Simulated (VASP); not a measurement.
Input of a VASP 6.6.1 run:

INCAR

```
SYSTEM = KF
PREC = Accurate
ENCUT = 520
EDIFF = 1E-6
ISMEAR = -1
SIGMA = 0.05
LREAL = .False.
LASPH = .True.
NELM = 80
ALGO = Normal
ISIF = 2
LWAVE = .False.
LCHARG = .False.
GGA = PS
IVDW = 12
NBANDS = 15
```

KPOINTS

```
regular mesh
0
Gamma
  9 9 9
  0 0 0
```

POSCAR

```
KF
1.0
    0.0000000000      2.6718500000      2.6718500000
    2.6718500000      0.0000000000      2.6718500000
    2.6718500000      2.6718500000      0.0000000000
K F
1 1
Direct
    0.0000000000      0.0000000000      0.0000000000
    0.5000000000      0.5000000000      0.5000000000
```

Potentials or basis: VASP PAW PBE potentials, release 64 (K_sv, F).

Run with:

```bash
$ cat potpaw_PBE.64/K_sv/POTCAR potpaw_PBE.64/F/POTCAR > POTCAR
$ mpirun -np 1 vasp_std > vasp.out
```

Task: Predict the band gap on the k mesh.

Result: 6.03 eV, direct.

Task: What does it give for the dispersion energy per atom?

Result: -0.162 eV.

Task: Estimate the pressure.

Result: -2.0 GPa.

Caveat: three body term missing; the PAW data sets were made with another functional, which shifts forces and pressure a little. A hybrid or GW would open this gap; PBEsol tends to underestimate it.
